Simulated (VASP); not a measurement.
# As5In5H18 in VASP: single point with PBEsol

Aim: the single point of As5In5H18 with PBEsol.

All numbers are computed with VASP 6.6.1; they aren't measurements. Logs are shortened: lines on timing, memory, paths and dates and some standing lists are left out, and cuts for length are marked.

## Step 1: The cell of the first run

The cell holds a cluster in a box, 28 atoms: a = 15.800 Å, b = 16.400 Å, c = 16.700 Å, α = 90.00°, β = 90.00°, γ = 90.00°.

## Step 2: Single point, PBEsol

Contents of INCAR:

```
  PREC = Accurate
  ENCUT = 520
  EDIFF = 1E-6
  ISMEAR = 0
  SIGMA = 0.05
  LREAL = Auto
  LASPH = True
  NELM = 60
  ALGO = Normal
  ISIF = 2
  LWAVE = False
  LCHARG = False
  GGA = PS
  NBANDS = 74
```

Contents of KPOINTS:

```
Automatic mesh
0
Gamma
  1 1 1
```

Contents of POSCAR:

```
In5As5H18
1.0
   15.8000000000      0.0000000000      0.0000000000
    0.0000000000     16.4000000000      0.0000000000
    0.0000000000      0.0000000000     16.7000000000
As In H
5 5 18
Direct
    0.5180999024      0.4181908463      0.6003646266
    0.5181014468      0.6022023776      0.4196641807
    0.3670013758      0.3941659248      0.3960743932
    0.6375359817      0.3942441676      0.3961376817
    0.6743035826      0.6079927838      0.6060617015
    0.4247514934      0.5114447092      0.5112406053
    0.5705646562      0.2954338184      0.5085998019
    0.6078128236      0.7142199937      0.5006408840
    0.5705567320      0.5087600135      0.2991117305
    0.6077890858      0.5006535138      0.7103808307
    0.4478107910      0.3790346901      0.6494154824
    0.3225634926      0.5380187349      0.5373262738
    0.4478153051      0.6521601885      0.3812183728
    0.4796234558      0.2573128430      0.4640210276
    0.6510360920      0.2410957409      0.5526274654
    0.5364546984      0.7714295078      0.5545900441
    0.6886501304      0.7454488345      0.4387792814
    0.4164848300      0.3385723557      0.3414828708
    0.3070533743      0.3300738277      0.4289779803
    0.3070441311      0.4276573523      0.3331337949
    0.6951826126      0.3417733977      0.3446020462
    0.7096013402      0.4376840801      0.4387867364
    0.4796143167      0.4633728445      0.2616651514
    0.6510168317      0.5535966337      0.2457330841
    0.5364275222      0.5556091457      0.7665405904
    0.6886204239      0.4376658631      0.7410709455
    0.7373354893      0.6574834089      0.6546630819
    0.7416678019      0.5612412709      0.5601574457
```

Potentials or basis: VASP PAW PBE potentials, release 64 (As, In_d, H).

Command:

```console
cat potpaw_PBE.64/As/POTCAR potpaw_PBE.64/In_d/POTCAR potpaw_PBE.64/H/POTCAR > POTCAR
mpirun -np 1 vasp_gam > vasp.out
```

OUTCAR:

```text
PREC = Accurate
   ENCUT = 520
   EDIFF = 1E-6
   ISMEAR = 0
   LREAL = Auto
   LASPH = True
   NELM = 60
   ISIF = 2
   GGA = PS

 ion  position               nearest neighbor table
   1  0.518  0.418  0.600-  11 1.52   6 2.59   7 2.66  10 2.69
   2  0.518  0.602  0.420-  13 1.52   6 2.59   9 2.66   8 2.69
   3  0.367  0.394  0.396-  18 1.51  19 1.52  20 1.52   6 2.87
   4  0.638  0.394  0.396-  21 1.52  22 1.52   9 2.70   7 2.70
   5  0.674  0.608  0.606-  28 1.52  27 1.52   8 2.69  10 2.69
   6  0.425  0.511  0.511-  12 1.73   1 2.59   2 2.59   3 2.87
   7  0.571  0.295  0.509-  15 1.72  14 1.73   1 2.66   4 2.70
   8  0.608  0.714  0.501-  17 1.72  16 1.72   2 2.69   5 2.69
   9  0.571  0.509  0.299-  24 1.72  23 1.73   2 2.66   4 2.70
  10  0.608  0.501  0.710-  26 1.72  25 1.72   1 2.69   5 2.69
  11  0.448  0.379  0.649-   1 1.52
  12  0.323  0.538  0.537-   6 1.73
  13  0.448  0.652  0.381-   2 1.52
  14  0.480  0.257  0.464-   7 1.73
  15  0.651  0.241  0.553-   7 1.72
  16  0.536  0.771  0.555-   8 1.72
[... 10 lines left out ...]
  27  0.737  0.657  0.655-   5 1.52
  28  0.742  0.561  0.560-   5 1.52

  LATTYP: Found a simple orthorhombic cell.
 ALAT       =    15.8000000000
 B/A-ratio  =     1.0379746835
 C/A-ratio  =     1.0569620253

  Lattice vectors:

 A1 = (  15.8000000000,   0.0000000000,   0.0000000000)
 A2 = (   0.0000000000,  16.4000000000,   0.0000000000)
 A3 = (   0.0000000000,   0.0000000000,  16.7000000000)

Analysis of symmetry for initial positions (statically):
=====================================================================
 Subroutine PRICEL returns:
 Original cell was already a primitive cell.

 Routine SETGRP: Setting up the symmetry group for a
 simple orthorhombic supercell.

 Subroutine GETGRP returns: Found  1 space group operations
 (whereof  1 operations were pure point group operations)
 out of a pool of  8 trial point group operations.

The static configuration has the point symmetry C_1 .

Analysis of symmetry for dynamics (positions and initial velocities):
=====================================================================
 Subroutine PRICEL returns:
 Original cell was already a primitive cell.

 Routine SETGRP: Setting up the symmetry group for a
 simple orthorhombic supercell.

 Subroutine GETGRP returns: Found  1 space group operations
 (whereof  1 operations were pure point group operations)
 out of a pool of  8 trial point group operations.

The dynamic configuration has the point symmetry C_1 .

 Subroutine INISYM returns: Found  1 space group operations
 (whereof  1 operations are pure point group operations),
 and found     1 'primitive' translations

----------------------------------------------------------------------------------------

                                     Primitive cell

  volume of cell :    4327.3040

  direct lattice vectors                    reciprocal lattice vectors
    15.800000000  0.000000000  0.000000000     0.063291139  0.000000000  0.000000000
     0.000000000 16.400000000  0.000000000     0.000000000  0.060975610  0.000000000
     0.000000000  0.000000000 16.700000000     0.000000000  0.000000000  0.059880240

  length of vectors
    15.800000000 16.400000000 16.700000000     0.063291139  0.060975610  0.059880240

  position of ions in fractional coordinates (direct lattice)
     0.518099902  0.418190846  0.600364627
     0.518101447  0.602202378  0.419664181
     0.367001376  0.394165925  0.396074393
     0.637535982  0.394244168  0.396137682
     0.674303583  0.607992784  0.606061702
     0.424751493  0.511444709  0.511240605
[... 20 lines left out ...]
     0.737335489  0.657483409  0.654663082
     0.741667802  0.561241271  0.560157446

  ion indices of the primitive-cell ions
   primitive index   ion index
                 1           1
                 2           2
                 3           3
                 4           4
                 5           5
                 6           6
[... 20 lines left out ...]
                27          27
                28          28

----------------------------------------------------------------------------------------

 KPOINTS: Automatic mesh

Automatic generation of k-mesh.
 Grid dimensions read from file:
 generate k-points for:    1    1    1

 Generating k-lattice:

  Cartesian coordinates                     Fractional coordinates (reciprocal lattice)
     0.063291139  0.000000000  0.000000000     1.000000000  0.000000000  0.000000000
     0.000000000  0.060975610  0.000000000     0.000000000  1.000000000  0.000000000
     0.000000000  0.000000000  0.059880240     0.000000000  0.000000000  1.000000000

  Length of vectors
     0.063291139  0.060975610  0.059880240

  Shift w.r.t. Gamma in fractional coordinates (k-lattice)
     0.000000000  0.000000000  0.000000000

 Subroutine IBZKPT returns following result:
 ===========================================

 Found      1 irreducible k-points:

 Following reciprocal coordinates:
            Coordinates               Weight
  0.000000  0.000000  0.000000      1.000000
   k-points           NKPTS =      1   k-points in BZ     NKDIM =      1   number of bands    NBANDS=     74
   number of dos      NEDOS =    301   number of ions     NIONS =     28
   total plane-waves  NPLWV = ******
   dimension x,y,z NGX =   120 NGY =  126 NGZ =  126
   dimension x,y,z NGXF=   240 NGYF=  252 NGZF=  252
   ions per type =               5   5  18
   NGX,Y,Z   is equivalent  to a cutoff of  12.63, 12.77, 12.54 a.u.
   NGXF,Y,Z  is equivalent  to a cutoff of  25.25, 25.55, 25.09 a.u.
 SYSTEM =  unknown system
   PREC   = accura    normal or accurate (medium, high low for compatibility)
   ISTART =      0    job   : 0-new  1-cont  2-samecut
   ICHARG =      2    charge: 1-file 2-atom 10-const
   ISPIN  =      1    spin polarized calculation?
   LNONCOLLINEAR =      F non collinear calculations
   LSORBIT =      F    spin-orbit coupling
   LASPH  =      T    aspherical Exc in radial PAW
   ENCUT  =  520.0 eV  38.22 Ry    6.18 a.u.  29.38 30.49 31.05*2*pi/ulx,y,z
   NELM   =     60;   NELMIN=  2; NELMDL= -5     # of ELM steps
   EDIFF  = 0.1E-05   stopping-criterion for ELM
   LREAL  =      T    real-space projection
   EDIFFG = 0.1E-04   stopping-criterion for IOM
   NSW    =      0    number of steps for IOM
[... 5 lines left out ...]
   TEBEG  =    0.0;   TEEND  =   0.0 temperature during run
   PSTRESS=    0.0 pullay stress
   NELECT =     108.0000    total number of electrons
   NUPDOWN=      -1.0000    fix difference up-down
   EMIN   =  10.00;   EMAX   =-10.00  energy-range for DOS
   EFERMI =   0.00;   METHOD = LEGACY
   ISMEAR =     0;   SIGMA  =   0.05  broadening in eV -4-tet -1-fermi 0-gaus
   EFERMI_NEDOS =   21; number of points for ismear=-14 and -15
   IALGO  =     38    algorithm
   IMIX   =      4    mixing-type and parameters
     AMIX     =   0.40;   BMIX     =  1.00
     AMIX_MAG =   1.60;   BMIX_MAG =  1.00
  volume/ion in A,a.u.               =     154.55      1042.93
  Fermi-wavevector in a.u.,A,eV,Ry     =   0.478421  0.904085  3.114193  0.228887
  Thomas-Fermi vector in A             =   1.474888
   LORBIT       =      0    0 simple, 1 ext, 2 COOP (PROOUT), +10 PAW based schemes
   GGA     = PS    functional components
   LHFCALC =     F    Hartree Fock is set to
   AEXX    =    0.0000 exact exchange contribution
   IVDW    =     0    specifies the selected vdW correction
   LEPSILON=     F    determine dielectric tensor
   LRPA    =     F    only Hartree local field effects (RPA)
 non-spin polarized calculation
 Gauss-broadening in eV      SIGMA  =   0.05
  energy-cutoff  :      520.00
  volume of cell :     4327.30
 maximum number of plane-waves:     58281
 NGX is ok and might be reduce to   120
   NGX = 59   NGY = 61   NGZ = 63

 number of electron     108.0000026 magnetization

 Free energy of the ion-electron system (eV)
  ---------------------------------------------------
  ext. energy  EPLUGINS =         0.00000000
  ---------------------------------------------------
  free energy    TOTEN  =       -93.84116395 eV

  energy without entropy =      -93.84116395  energy(sigma->0) =      -93.84116395

 E-fermi :  -5.1900     XC(G=0):  -1.2885

 val. band max:       -5.4295064607   @ k =   0.0000   0.0000   0.0000
 cond. band min:      -1.5903495325   @ k =   0.0000   0.0000   0.0000
 fundamental gap:      3.8391569283
 Fermi energy:        -5.1900392694

 k-point     1 :       0.0000    0.0000    0.0000
  band No.  band energies     occupation
      1     -18.5380      2.00000
      2     -18.4352      2.00000
      3     -18.4111      2.00000
      4     -18.3551      2.00000
      5     -18.3318      2.00000
      6     -18.0646      2.00000
[... 58 lines left out ...]
     65      -0.0929      0.00000
     66       0.0052      0.00000
 [bands above 66 left out]

------------------------ aborting loop because EDIFF is reached ----------------------------------------

  FORCE on cell =-STRESS in cart. coord.  units (eV):
  Direction    XX          YY          ZZ          XY          YZ          ZX
  --------------------------------------------------------------------------------------
  -------------------------------------------------------------------------------------
  Total        0.2923068      0.1736772      0.1401788     -0.0233482      0.0334269     -0.0271200
  in kB        0.1082261      0.0643037      0.0519010     -0.0086446      0.0123763     -0.0100411
  external PRESSURE =       0.0748103 kB  Pullay stress =       0.0000000 kB

 VOLUME and BASIS-vectors are now :
 -----------------------------------------------------------------------------
  energy-cutoff  :      520.00
  volume of cell :     4327.30
      direct lattice vectors                 reciprocal lattice vectors
    15.800000000  0.000000000  0.000000000     0.063291139  0.000000000  0.000000000
     0.000000000 16.400000000  0.000000000     0.000000000  0.060975610  0.000000000
     0.000000000  0.000000000 16.700000000     0.000000000  0.000000000  0.059880240

 POSITION                                       TOTAL-FORCE (eV/Angst)
 -----------------------------------------------------------------------------------
      8.18598      6.85833     10.02609         0.068173      0.040661     -0.046618
      8.18600      9.87612      7.00839         0.075670     -0.045998      0.032265
      5.79862      6.46432      6.61444         0.062687      0.100613      0.106872
     10.07307      6.46560      6.61550        -0.099550      0.006771      0.011415
     10.65400      9.97108     10.12123        -0.119220     -0.007624     -0.007682
      6.71107      8.38769      8.53772        -0.036374      0.013874      0.024759
[... 20 lines left out ...]
     11.64990     10.78273     10.93287         0.061262      0.049696      0.048757
     11.71835      9.20436      9.35463         0.068734     -0.047379     -0.047891
 -----------------------------------------------------------------------------------
    total drift:                                0.000422      0.013086      0.036399

  FREE ENERGIE OF THE ION-ELECTRON SYSTEM (eV)
  ---------------------------------------------------
  free  energy   TOTEN  =       -93.8411639530 eV

  energy  without entropy=      -93.8411639530  energy(sigma->0) =      -93.84116395
```

It took 21 min on 1 thread of Intel Xeon Platinum 8259CL at 2.50GHz (Skylake/Cascade Lake), shared host; peak memory 2.7 GiB.

What came out:

| Quantity | Value |
| --- | --- |
| Free energy | -93.8412 eV |
| Largest force | 0.160 eV/Å |
| Gap between the frontier levels | 3.84 eV |

Forces in eV/Å, atoms in the order of the input:
```
As   0.068  0.041 -0.047
As   0.076 -0.046  0.032
As   0.063  0.101  0.107
As  -0.100  0.007  0.011
As  -0.119 -0.008 -0.008
In  -0.036  0.014  0.025
In   0.005 -0.023  0.003
In  -0.005  0.027  0.009
In  -0.002  0.011 -0.022
In   0.013  0.002  0.031
H   -0.072 -0.044  0.050
H    0.019 -0.005 -0.006
H   -0.072  0.051 -0.045
H    0.007  0.003 -0.003
H   -0.006  0.007 -0.006
H    0.006 -0.009 -0.005
H   -0.010 -0.005  0.005
H    0.060 -0.071 -0.072
H   -0.063 -0.069  0.035
H   -0.063  0.035 -0.070
H    0.044 -0.048 -0.049
H    0.062  0.033  0.032
H    0.008 -0.002  0.002
H   -0.006 -0.005  0.006
H    0.006 -0.005 -0.010
H   -0.010  0.005 -0.006
H    0.061  0.050  0.049
H    0.069 -0.047 -0.048
```

Caveat: the PAW data sets were made with another functional, which shifts forces and pressure a little; spin-orbit coupling is left out, which moves the levels of the heavy elements.
